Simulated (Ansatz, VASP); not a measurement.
# One calculation of Tl, two programs

The input POSCAR:

```
Tl
1.0
    3.4092915716      0.0000000000      0.0000000000
   -1.7046457858      2.9525331099      0.0000000000
    0.0000000000      0.0000000000      5.4503286843
Tl
2
Direct
    0.6666666667      0.3333333333      0.7500000000
    0.3333333333      0.6666666667      0.2500000000
```

The input INCAR.step1:

```
PREC     = Accurate       # precision mode
ENCUT    = 520            # plane-wave cutoff, eV
ISMEAR   = -1             # smearing method
SIGMA    = 0.05           # smearing width, eV
LREAL    = F              # projectors in reciprocal space
LASPH    = T              # aspherical terms in the spheres
NELM     = 60             # most SCF steps
NBANDS   = 20             # bands
GGA      = PE             # functional
ALGO     = Normal         # electronic algorithm
EDIFF    = 1E-4           # SCF threshold, eV
LWAVE    = T              # write WAVECAR
LCHARG   = F              # write CHGCAR
```

INCAR.step2

```
PREC     = Accurate       # precision mode
ENCUT    = 520            # plane-wave cutoff, eV
EDIFF    = 1E-6           # SCF threshold, eV
ISMEAR   = -1             # smearing method
SIGMA    = 0.05           # smearing width, eV
LREAL    = F              # projectors in reciprocal space
LASPH    = T              # aspherical terms in the spheres
NELM     = 60             # most SCF steps
ALGO     = Normal         # electronic algorithm
ISIF     = 2              # what is computed and relaxed
LWAVE    = F              # write WAVECAR
LCHARG   = T              # write CHGCAR
METAGGA  = R2SCAN         # meta-GGA
LMIXTAU  = T            
LELF     = T              # ELF
LVHAR    = T            
NBANDS   = 20             # bands
ISTART   = 1
```

The input KPOINTS:

```
Automatic mesh
0
Gamma
  9 9 5
```

input.yaml

```yaml
crystal:
  lattice:
    - [3.4092915716, 0.0, 0.0]
    - [-1.7046457858, 2.9525331099, 0.0]
    - [0.0, 0.0, 5.4503286843]
  atoms:
    - { symbol: Tl, position: [0.6666666667, 0.3333333333, 0.75] }
    - { symbol: Tl, position: [0.3333333333, 0.6666666667, 0.25] }
hamiltonian:
  xc: r2scan
  pseudopotentials: { kind: paw }
kpoints:
  mp_grid: { grid: [9, 9, 5] }
scf:
  occupations: { method: fermi_dirac, width: 0.05 }
output:
  forces: true
  stress: true
  eigenvalues: true
```

Alike in both runs: task single point; functional r2SCAN; k mesh 9 × 9 × 5; occupations fermi-dirac, width 0.05 eV; no spin polarisation.

```csv
,VASP,Ansatz
version,VASP 6.6.1,Ansatz 0.2.0
potentials or method,"VASP PAW PBE potentials, release 64 (Tl_d)",Ansatz PAW
plane-wave cutoff (eV),520,500
valence electrons in the cell,26,26
```

|  | VASP | Ansatz | Ansatz less VASP |
| --- | --- | --- | --- |
| gap on the k mesh at the Fermi level (eV) | none | none | - |
| pressure (GPa) | 4.0 | 4.0 | +0.01 |
| traceless stress, the component that is largest in VASP (GPa) | 1.05 | 1.05 | +0.004 |

VASP's potentials were made for PBE, not for r2SCAN. A gap of «none» marks a metal or a gap that the smearing closes. With one functional, cell and mesh, what is left measures potentials, basis and numerics.

Neither program's run includes spin-orbit coupling.
